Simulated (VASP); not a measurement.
Wanted: the native input for a VASP 6.6.1 run.

| Item | Value |
| --- | --- |
| Task | single point |
| Functional | PBE |
| Potentials or basis | VASP PAW PBE potentials, release 64 (In_d, Te, W_sv) |
| Cutoff | 520 eV |
| k mesh | 4 × 4 × 4 |
| Occupations | gaussian, width 0.1 eV |
| Spin | no spin polarisation |
| Dipole correction | no |
| Further INCAR settings | ALGO = Normal; EDIFF = 1e-07; NBANDS = 34 |

The structure of InTe4W lies in POSCAR:

```
InTe4W
1.0
    4.7202080000      0.0000000000      0.0000000000
    0.0000000000      4.7202080000      0.0000000000
    0.0000000000      0.0000000000      6.7928710200
In Te W
1 4 1
Direct
    0.0000000000      0.0000000000      0.0000000000
    0.5000000000      0.0000000000      0.7327468400
    0.0000000000      0.5000000000      0.2672531600
    0.5000000000      0.0000000000      0.2672531600
    0.0000000000      0.5000000000      0.7327468400
    0.5000000000      0.5000000000      0.5000000000
```

These files were run (other wordings do the same):

INCAR

```
ALGO = Normal
EDIFF = 1E-7
ENCUT = 520
GGA = PE
ISIF = 2
ISMEAR = 0
LASPH = T
LCHARG = F
LREAL = F
LWAVE = F
NBANDS = 34
NELM = 100
PREC = Accurate
SIGMA = 0.1
```

KPOINTS

```
k-points
0
Gamma
  4 4 4
```

Potentials or basis: VASP PAW PBE potentials, release 64 (In_d, Te, W_sv).

Run with:

```bash
$ cat potpaw_PBE.64/In_d/POTCAR potpaw_PBE.64/Te/POTCAR potpaw_PBE.64/W_sv/POTCAR > POTCAR
$ mpirun -np 1 vasp_std > vasp.out
```

It gave:

```
Pressure      : 9.0 GPa
Largest force : 0.568 eV/Å
```

It took 46 s on 1 thread of AMD EPYC 9R45 (Zen 5) (shared host), peak memory 0.26 GiB.
